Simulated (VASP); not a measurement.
# ScTc3 (Fm-3m) in VASP: further runs

ScTc3 is run at these levels: LDA; tasks: single point.

All numbers are computed with VASP 6.6.1; they aren't measurements. Logs are shortened: lines on timing, memory, paths and dates and some standing lists are left out, and cuts for length are marked.

### 1 The cell of the first run

It takes space group Fm-3m (No. 225, cubic). The conventional cell has a = 6.248 Å, b = 6.248 Å, c = 6.248 Å, α = 90.00°, β = 90.00°, γ = 90.00°. Within 3.6 Å of Sc (site symmetry m-3m) lie 14 Tc at 2.71 to 3.12 Å. Tc (site symmetry -43m) has 4 Sc at 2.71 Å and 10 Tc at 2.71 to 3.12 Å within 3.6 Å. Tc (site symmetry m-3m) has 8 Tc at 2.71 Å and 6 Sc at 3.12 Å within 3.6 Å.

### 2 Single point, LDA

Input file INCAR:

```
PREC = Accurate ; ENCUT = 520
EDIFF = 1E-7 ; ISMEAR = -1
SIGMA = 0.1 ; LREAL = F
LASPH = T ; NELM = 100
ALGO = Normal ; ISIF = 2
LWAVE = F ; LCHARG = T
LELF = T ; LVHAR = T
NBANDS = 33
```

Input file KPOINTS:

```
Automatic mesh
0
Gamma
  5 5 5
```

Input file POSCAR:

```
ScTc3
1.0
    0.0000000000      3.1239850000      3.1239850000
    3.1239850000      0.0000000000      3.1239850000
    3.1239850000      3.1239850000      0.0000000000
Sc Tc
1 3
Direct
    0.0000000000      0.0000000000      0.0000000000
    0.2500000000      0.2500000000      0.2500000000
    0.7500000000      0.7500000000      0.7500000000
    0.5000000000      0.5000000000      0.5000000000
```

Potentials or basis: VASP PAW LDA potentials, release 64 (Sc_sv, Tc_pv).

Launch:

```sh
$ cat potpaw_LDA.64/Sc_sv/POTCAR potpaw_LDA.64/Tc_pv/POTCAR > POTCAR
$ mpirun -np 1 vasp_std > vasp.out
```

OUTCAR:

```text
PREC = Accurate
   ENCUT = 520
   EDIFF = 1E-7
   ISMEAR = -1
   LREAL = F
   LASPH = T
   NELM = 100
   ISIF = 2

 ion  position               nearest neighbor table
   1  0.000  0.000  0.000-   2 2.71   3 2.71   3 2.71   3 2.71   3 2.71   2 2.71   2 2.71   2 2.71
                             4 3.12   4 3.12   4 3.12   4 3.12   4 3.12   4 3.12
   2  0.250  0.250  0.250-   1 2.71   4 2.71   1 2.71   1 2.71   1 2.71   4 2.71   4 2.71   4 2.71
                             3 3.12   3 3.12   3 3.12   3 3.12   3 3.12   3 3.12
   3  0.750  0.750  0.750-   1 2.71   4 2.71   4 2.71   4 2.71   4 2.71   1 2.71   1 2.71   1 2.71
                             2 3.12   2 3.12   2 3.12   2 3.12   2 3.12   2 3.12
   4  0.500  0.500  0.500-   2 2.71   3 2.71   2 2.71   2 2.71   2 2.71   3 2.71   3 2.71   3 2.71
                             1 3.12   1 3.12   1 3.12   1 3.12   1 3.12   1 3.12

  LATTYP: Found a face centered cubic cell.
 ALAT       =     6.2479700000

  Lattice vectors:

 A1 = (   0.0000000000,   3.1239850000,   3.1239850000)
 A2 = (   3.1239850000,   0.0000000000,   3.1239850000)
 A3 = (   3.1239850000,   3.1239850000,   0.0000000000)

Analysis of symmetry for initial positions (statically):
=====================================================================
 Subroutine PRICEL returns:
 Original cell was already a primitive cell.

 Routine SETGRP: Setting up the symmetry group for a
 face centered cubic supercell.

 Subroutine GETGRP returns: Found 48 space group operations
 (whereof 48 operations were pure point group operations)
 out of a pool of 48 trial point group operations.

The static configuration has the point symmetry O_h .

Analysis of symmetry for dynamics (positions and initial velocities):
=====================================================================
 Subroutine PRICEL returns:
 Original cell was already a primitive cell.

 Routine SETGRP: Setting up the symmetry group for a
 face centered cubic supercell.

 Subroutine GETGRP returns: Found 48 space group operations
 (whereof 48 operations were pure point group operations)
 out of a pool of 48 trial point group operations.

The dynamic configuration has the point symmetry O_h .

 Subroutine INISYM returns: Found 48 space group operations
 (whereof 48 operations are pure point group operations),
 and found     1 'primitive' translations

----------------------------------------------------------------------------------------

                                     Primitive cell

  volume of cell :      60.9757

  direct lattice vectors                    reciprocal lattice vectors
     0.000000000  3.123985000  3.123985000    -0.160051985  0.160051985  0.160051985
     3.123985000  0.000000000  3.123985000     0.160051985 -0.160051985  0.160051985
     3.123985000  3.123985000  0.000000000     0.160051985  0.160051985 -0.160051985

  length of vectors
     4.417981956  4.417981956  4.417981956     0.277218170  0.277218170  0.277218170

  position of ions in fractional coordinates (direct lattice)
     0.000000000  0.000000000  0.000000000
     0.250000000  0.250000000  0.250000000
     0.750000000  0.750000000  0.750000000
     0.500000000  0.500000000  0.500000000

  ion indices of the primitive-cell ions
   primitive index   ion index
                 1           1
                 2           2
                 3           3
                 4           4

----------------------------------------------------------------------------------------

 KPOINTS: Automatic mesh

Automatic generation of k-mesh.
 Grid dimensions read from file:
 generate k-points for:    5    5    5

 Generating k-lattice:

  Cartesian coordinates                     Fractional coordinates (reciprocal lattice)
    -0.032010397  0.032010397  0.032010397     0.200000000  0.000000000  0.000000000
     0.032010397 -0.032010397  0.032010397     0.000000000  0.200000000  0.000000000
     0.032010397  0.032010397 -0.032010397     0.000000000  0.000000000  0.200000000

  Length of vectors
     0.055443634  0.055443634  0.055443634

  Shift w.r.t. Gamma in fractional coordinates (k-lattice)
     0.000000000  0.000000000  0.000000000

 Subroutine IBZKPT returns following result:
 ===========================================

 Found     10 irreducible k-points:

 Following reciprocal coordinates:
            Coordinates               Weight
  0.000000  0.000000  0.000000      1.000000
  0.200000  0.000000  0.000000      8.000000
  0.400000  0.000000  0.000000      8.000000
  0.200000  0.200000  0.000000      6.000000
  0.400000  0.200000  0.000000     24.000000
 -0.400000  0.200000  0.000000     24.000000
 -0.200000  0.200000  0.000000     12.000000
  0.400000  0.400000  0.000000      6.000000
 -0.400000  0.400000  0.000000     12.000000
 -0.400000  0.400000  0.200000     24.000000
   k-points           NKPTS =     10   k-points in BZ     NKDIM =     10   number of bands    NBANDS=     33
   number of dos      NEDOS =    301   number of ions     NIONS =      4
   total plane-waves  NPLWV =  46656
   dimension x,y,z NGX =    36 NGY =   36 NGZ =   36
   dimension x,y,z NGXF=    72 NGYF=   72 NGZF=   72
   ions per type =               1   3
   NGX,Y,Z   is equivalent  to a cutoff of  13.55, 13.55, 13.55 a.u.
   NGXF,Y,Z  is equivalent  to a cutoff of  27.09, 27.09, 27.09 a.u.
 SYSTEM =  unknown system
   PREC   = accura    normal or accurate (medium, high low for compatibility)
   ISTART =      0    job   : 0-new  1-cont  2-samecut
   ICHARG =      2    charge: 1-file 2-atom 10-const
   ISPIN  =      1    spin polarized calculation?
   LNONCOLLINEAR =      F non collinear calculations
   LSORBIT =      F    spin-orbit coupling
   LASPH  =      T    aspherical Exc in radial PAW
   ENCUT  =  520.0 eV  38.22 Ry    6.18 a.u.   8.21  8.21  8.21*2*pi/ulx,y,z
   NELM   =    100;   NELMIN=  2; NELMDL= -5     # of ELM steps
   EDIFF  = 0.1E-06   stopping-criterion for ELM
   LREAL  =      F    real-space projection
   EDIFFG = 0.1E-05   stopping-criterion for IOM
   NSW    =      0    number of steps for IOM
   IBRION =     -1    ionic relax: 0-MD 1-quasi-New 2-CG
   NFREE  =      0    steps in history (QN), initial steepest desc. (CG)
   ISIF   =      2    stress and relaxation
   ISYM   =      2    0-nonsym 1-usesym 2-fastsym
   POTIM  = 0.5000    time-step for ionic-motion
   TEBEG  =    0.0;   TEEND  =   0.0 temperature during run
   PSTRESS=    0.0 pullay stress
   NELECT =      50.0000    total number of electrons
   NUPDOWN=      -1.0000    fix difference up-down
   EMIN   =  10.00;   EMAX   =-10.00  energy-range for DOS
   EFERMI =   0.00;   METHOD = LEGACY
   ISMEAR =    -1;   SIGMA  =   0.10  broadening in eV -4-tet -1-fermi 0-gaus
   EFERMI_NEDOS =   21; number of points for ismear=-14 and -15
   IALGO  =     38    algorithm
   IMIX   =      4    mixing-type and parameters
     AMIX     =   0.40;   BMIX     =  1.00
     AMIX_MAG =   1.60;   BMIX_MAG =  1.00
  volume/ion in A,a.u.               =      15.24       102.87
  Fermi-wavevector in a.u.,A,eV,Ry     =   1.532307  2.895641 31.946016  2.347966
  Thomas-Fermi vector in A             =   2.639531
   LORBIT       =      0    0 simple, 1 ext, 2 COOP (PROOUT), +10 PAW based schemes
   GGA     = CA    functional components
   LHFCALC =     F    Hartree Fock is set to
   AEXX    =    0.0000 exact exchange contribution
   IVDW    =     0    specifies the selected vdW correction
   LEPSILON=     F    determine dielectric tensor
   LRPA    =     F    only Hartree local field effects (RPA)
 non-spin polarized calculation
  energy-cutoff  :      520.00
  volume of cell :       60.98
 maximum number of plane-waves:      1654
 NGX is ok and might be reduce to    36
   NGX = 17   NGY = 17   NGZ = 17

 number of electron      49.9999992 magnetization

 Free energy of the ion-electron system (eV)
  ---------------------------------------------------
  ext. energy  EPLUGINS =         0.00000000
  ---------------------------------------------------
  free energy    TOTEN  =       -42.33798564 eV

  energy without entropy =      -42.24738173  energy(sigma->0) =      -42.29268368

 E-fermi :  10.5743     XC(G=0): -13.3265

 val. band max:       10.5642105137   @ k =  -0.4000   0.4000   0.0000
 cond. band min:      10.6221732068   @ k =   0.2000   0.2000   0.0000
 fundamental gap:      0.0579626932
 Fermi energy:        10.5742995720

 k-point     1 :       0.0000    0.0000    0.0000
  band No.  band energies     occupation
      1     -37.1925      2.00000
      2     -28.8043      2.00000
      3     -28.8043      2.00000
      4     -28.8043      2.00000
      5     -28.1325      2.00000
      6     -28.1325      2.00000
[... 25 lines left out ...]
     32      14.6557      0.00000
     33      14.8920      0.00000

 k-point     2 :       0.2000    0.0000    0.0000
  band No.  band energies     occupation
      1     -37.1944      2.00000
      2     -28.8204      2.00000
      3     -28.8204      2.00000
      4     -28.8112      2.00000
      5     -28.1089      2.00000
      6     -28.1089      2.00000
[... 25 lines left out ...]
     32      14.2756      0.00000
     33      14.6790      0.00000

 k-point     3 :       0.4000    0.0000    0.0000
  band No.  band energies     occupation
      1     -37.1975      2.00000
      2     -28.8445      2.00000
      3     -28.8445      2.00000
      4     -28.8043      2.00000
      5     -28.0699      2.00000
      6     -28.0699      2.00000
[... 25 lines left out ...]
     32      13.6631      0.00000
     33      14.4187      0.00000

 k-point     4 :       0.2000    0.2000    0.0000
  band No.  band energies     occupation
      1     -37.1949      2.00000
      2     -28.8418      2.00000
      3     -28.8418      2.00000
      4     -28.7832      2.00000
      5     -28.0941      2.00000
      6     -28.0941      2.00000
[... 25 lines left out ...]
     32      14.2801      0.00000
     33      14.5239      0.00000

 k-point     5 :       0.4000    0.2000    0.0000
  band No.  band energies     occupation
      1     -37.1976      2.00000
      2     -28.8677      2.00000
      3     -28.8573      2.00000
      4     -28.7839      2.00000
      5     -28.0685      2.00000
      6     -28.0524      2.00000
[... 25 lines left out ...]
     32      13.9639      0.00000
     33      14.4619      0.00000

 k-point     6 :      -0.4000    0.2000    0.0000
  band No.  band energies     occupation
      1     -37.1986      2.00000
      2     -28.8635      2.00000
      3     -28.8431      2.00000
      4     -28.8104      2.00000
      5     -28.1077      2.00000
      6     -28.0339      2.00000
[... 25 lines left out ...]
     32      13.4995      0.00000
     33      14.4265      0.00000

 k-point     7 :      -0.2000    0.2000    0.0000
  band No.  band energies     occupation
      1     -37.1966      2.00000
      2     -28.8392      2.00000
      3     -28.8349      2.00000
      4     -28.8183      2.00000
      5     -28.0737      2.00000
      6     -28.0566      2.00000
[... 25 lines left out ...]
     32      14.0698      0.00000
     33      14.5490      0.00000

 k-point     8 :       0.4000    0.4000    0.0000
  band No.  band energies     occupation
      1     -37.1987      2.00000
      2     -28.8988      2.00000
      3     -28.8988      2.00000
      4     -28.7363      2.00000
      5     -28.1276      2.00000
      6     -28.0062      2.00000
[... 25 lines left out ...]
     32      13.5782      0.00000
     33      13.6365      0.00000

 k-point     9 :      -0.4000    0.4000    0.0000
  band No.  band energies     occupation
      1     -37.1994      2.00000
      2     -28.8963      2.00000
      3     -28.8837      2.00000
      4     -28.7576      2.00000
      5     -28.1589      2.00000
      6     -27.9778      2.00000
[... 25 lines left out ...]
     32      13.4111      0.00000
     33      13.8810      0.00000

 k-point    10 :      -0.4000    0.4000    0.2000
  band No.  band energies     occupation
      1     -37.1991      2.00000
      2     -28.8923      2.00000
      3     -28.8439      2.00000
      4     -28.7952      2.00000
      5     -28.1441      2.00000
      6     -27.9990      2.00000
[... 25 lines left out ...]
     32      13.5934      0.00000
     33      14.6348      0.00000

------------------------ aborting loop because EDIFF is reached ----------------------------------------

  FORCE on cell =-STRESS in cart. coord.  units (eV):
  Direction    XX          YY          ZZ          XY          YZ          ZX
  --------------------------------------------------------------------------------------
  -------------------------------------------------------------------------------------
  Total       -3.8626438     -3.8626438     -3.8626438     -0.0000000      0.0000000     -0.0000000
  in kB     -101.4935468   -101.4935468   -101.4935468     -0.0000000      0.0000000     -0.0000000
  external PRESSURE =    -101.4935468 kB  Pullay stress =       0.0000000 kB

 VOLUME and BASIS-vectors are now :
 -----------------------------------------------------------------------------
  energy-cutoff  :      520.00
  volume of cell :       60.98
      direct lattice vectors                 reciprocal lattice vectors
     0.000000000  3.123985000  3.123985000    -0.160051985  0.160051985  0.160051985
     3.123985000  0.000000000  3.123985000     0.160051985 -0.160051985  0.160051985
     3.123985000  3.123985000  0.000000000     0.160051985  0.160051985 -0.160051985

 POSITION                                       TOTAL-FORCE (eV/Angst)
 -----------------------------------------------------------------------------------
      0.00000      0.00000      0.00000         0.000000     -0.000000      0.000000
      1.56199      1.56199      1.56199         0.000000      0.000000      0.000000
      4.68598      4.68598      4.68598        -0.000000     -0.000000     -0.000000
      3.12398      3.12398      3.12398         0.000000     -0.000000      0.000000
 -----------------------------------------------------------------------------------
    total drift:                                0.000000      0.000000      0.000000

  FREE ENERGIE OF THE ION-ELECTRON SYSTEM (eV)
  ---------------------------------------------------
  free  energy   TOTEN  =       -42.3379856375 eV

  energy  without entropy=      -42.2473817286  energy(sigma->0) =      -42.29268368
```

Wall time 46 s (1 thread of Intel Xeon 8259CL, shared host); peak memory 0.18 GiB.

Results:

```
Free energy            : -42.3380 eV
Pressure               : -10.1 GPa
Band gap on the k mesh : zero (bands 25 and 26 overlap by 0.23 eV)
```

Caveat: the cell stands under tension.

### 3 Single point, LDA

Input file INCAR:

```
SYSTEM = ScTc3
ALGO = Normal
EDIFF = 1E-6
ENCUT = 520
ISIF = 2
ISMEAR = -1
LASPH = .True.
LCHARG = .False.
LREAL = .False.
LWAVE = .False.
NBANDS = 33
NELM = 100
PREC = Accurate
SIGMA = 0.1
```

Input file KPOINTS:

```
k-points
0
Gamma
  5 5 5
  0 0 0
```

POSCAR is that of step 2.

Potentials or basis: VASP PAW LDA potentials, release 64 (Sc_sv, Tc_pv).

Launch:

```sh
$ cat potpaw_LDA.64/Sc_sv/POTCAR potpaw_LDA.64/Tc_pv/POTCAR > POTCAR
$ mpirun -np 1 vasp_std > vasp.out
```

Wall time 37 s (1 thread of Intel Xeon 8259CL, shared host); peak memory 0.18 GiB.

The run converged. Its results:

```yaml
Free_energy: -42.3380 eV
Pressure: -10.2 GPa
Band_gap_on_the_k_mesh: zero (bands 25 and 26 overlap by 0.23 eV)
```

Levels at points of the mesh, in eV from the Fermi level:
| k point | band 21 | band 22 | band 23 | band 24 | band 25 | band 26 | band 27 | band 28 | band 29 | band 30 |
| --- | --- | --- | --- | --- | --- | --- | --- | --- | --- | --- |
| (0.00, 0.00, 0.00) | -2.77 | -2.77 | -0.53 | -0.53 | -0.53 | 0.72 | 0.72 | 1.48 | 1.48 | 4.08 |

Caveat: the cell stands under tension.

### 4 Single point, LDA

Input file INCAR:

```
PREC = Accurate ; ENCUT = 520
EDIFF = 1E-6 ; ISMEAR = -1
SIGMA = 0.1 ; LREAL = F
LASPH = T ; NELM = 60
ALGO = Normal ; ISIF = 2
LWAVE = F ; LCHARG = F
GGA = CA ; NBANDS = 33
```

Input file KPOINTS:

```
Automatic mesh
0
Gamma
  5 5 5
```

POSCAR is that of step 3.

Potentials or basis: VASP PAW LDA potentials, release 64 (Sc_sv, Tc_pv).

Launch:

```sh
$ cat potpaw_LDA.64/Sc_sv/POTCAR potpaw_LDA.64/Tc_pv/POTCAR > POTCAR
$ mpirun -np 1 vasp_std > vasp.out
```

OUTCAR:

```text
PREC = Accurate
   ENCUT = 520
   EDIFF = 1E-6
   ISMEAR = -1
   LREAL = F
   LASPH = T
   NELM = 60
   ISIF = 2
   GGA = CA

 ion  position               nearest neighbor table
   1  0.000  0.000  0.000-   2 2.71   3 2.71   3 2.71   3 2.71   3 2.71   2 2.71   2 2.71   2 2.71
                             4 3.12   4 3.12   4 3.12   4 3.12   4 3.12   4 3.12
   2  0.250  0.250  0.250-   1 2.71   4 2.71   1 2.71   1 2.71   1 2.71   4 2.71   4 2.71   4 2.71
                             3 3.12   3 3.12   3 3.12   3 3.12   3 3.12   3 3.12
   3  0.750  0.750  0.750-   1 2.71   4 2.71   4 2.71   4 2.71   4 2.71   1 2.71   1 2.71   1 2.71
                             2 3.12   2 3.12   2 3.12   2 3.12   2 3.12   2 3.12
[... 547 lines left out ...]
  -------------------------------------------------------------------------------------
  Total       -3.8757346     -3.8757346     -3.8757346      0.0000000      0.0000000      0.0000000
  in kB     -101.8375170   -101.8375170   -101.8375170      0.0000000      0.0000000      0.0000000
  external PRESSURE =    -101.8375170 kB  Pullay stress =       0.0000000 kB

 VOLUME and BASIS-vectors are now :
 -----------------------------------------------------------------------------
  energy-cutoff  :      520.00
  volume of cell :       60.98
      direct lattice vectors                 reciprocal lattice vectors
     0.000000000  3.123985000  3.123985000    -0.160051985  0.160051985  0.160051985
     3.123985000  0.000000000  3.123985000     0.160051985 -0.160051985  0.160051985
     3.123985000  3.123985000  0.000000000     0.160051985  0.160051985 -0.160051985

 POSITION                                       TOTAL-FORCE (eV/Angst)
 -----------------------------------------------------------------------------------
      0.00000      0.00000      0.00000        -0.000000     -0.000000     -0.000000
      1.56199      1.56199      1.56199         0.000000      0.000000      0.000000
      4.68598      4.68598      4.68598        -0.000000      0.000000     -0.000000
      3.12398      3.12398      3.12398        -0.000000     -0.000000     -0.000000
 -----------------------------------------------------------------------------------
    total drift:                                0.000000      0.000000      0.000000

  FREE ENERGIE OF THE ION-ELECTRON SYSTEM (eV)
  ---------------------------------------------------
  free  energy   TOTEN  =       -42.3379855752 eV

  energy  without entropy=      -42.2473760923  energy(sigma->0) =      -42.29268083
```

OSZICAR:

```text
N       E                     dE             d eps       ncg     rms          rms(c)
DAV:   1     0.735540719800E+03    0.73554E+03   -0.26467E+04   676   0.169E+03
DAV:   2     0.204694665358E+01   -0.73349E+03   -0.71737E+03   668   0.552E+02
DAV:   3    -0.437354333129E+02   -0.45782E+02   -0.43259E+02   959   0.149E+02
DAV:   4    -0.455050322902E+02   -0.17696E+01   -0.17275E+01  1007   0.326E+01
DAV:   5    -0.455266574410E+02   -0.21625E-01   -0.21452E-01   848   0.284E+00    0.259E+01
DAV:   6    -0.435379852578E+02    0.19887E+01   -0.10195E+01   740   0.282E+01    0.107E+01
DAV:   7    -0.433203830568E+02    0.21760E+00   -0.73323E+00   918   0.221E+01    0.868E+00
DAV:   8    -0.423759051789E+02    0.94448E+00   -0.16160E+00   894   0.124E+01    0.223E+00
DAV:   9    -0.423460540330E+02    0.29851E-01   -0.19374E-01  1005   0.359E+00    0.921E-01
DAV:  10    -0.423385565938E+02    0.74974E-02   -0.13865E-02   805   0.858E-01    0.302E-01
DAV:  11    -0.423379862512E+02    0.57034E-03   -0.21062E-03   822   0.391E-01    0.633E-02
DAV:  12    -0.423379856318E+02    0.61941E-06   -0.13036E-04   900   0.860E-02    0.175E-02
DAV:  13    -0.423379855752E+02    0.56573E-07   -0.72531E-06   934   0.235E-02
   1 F= -.42337986E+02 E0= -.42292681E+02  d E =-.906095E-01
```

Wall time 44 s (1 thread of Intel Xeon 8259CL, shared host); peak memory 0.17 GiB.

Results:

| Property | Result |
| --- | --- |
| Free energy | -42.3380 eV |
| Pressure | -10.2 GPa |
| Band gap on the k mesh | zero (bands 25 and 26 overlap by 0.23 eV) |

Caveat: the cell stands under tension.
